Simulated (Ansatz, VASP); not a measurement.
# TaN in VASP and in Ansatz

```
CELL_PARAMETERS angstrom
2.92177 0.00000 0.00000
-1.46088 2.53033 0.00000
0.00000 0.00000 5.91652
ATOMIC_POSITIONS crystal
Ta 0.00000 0.00000 0.00000
Ta 0.00000 0.00000 0.50000
N 0.66667 0.33333 0.75000
N 0.33333 0.66667 0.25000
```

Alike in both runs: task electric field gradients; functional r2SCAN; k mesh 13 × 13 × 6; occupations fermi-dirac, width 0.03 eV; no spin polarisation.

|  | VASP | Ansatz |
| --- | --- | --- |
| version | VASP 6.6.1 | Ansatz 0.2.0 |
| potentials or method | VASP PAW PBE potentials, release 64 (Ta_pv, N) | PAW with Ansatz's default frozen-core files, scalar-relativistic |
| plane-wave cutoff (eV) | 520 | 500 |
| valence electrons in the cell | 32 | 36 |

```csv
,VASP,Ansatz,Ansatz less VASP
pressure (GPa),-4.3,-6.0,-1.65
"traceless stress, the component that is largest in VASP (GPa)",0.96,0.76,-0.201
size of Vzz on the site where it differs most (V/Å²),103.4,91.1,-12.36
```

VASP's potentials were made for PBE, not for r2SCAN. VASP's potentials hold 32 valence electrons a cell and Ansatz's 36, so a difference there can come from the potentials and not from the codes.

Spin-orbit coupling is off throughout.
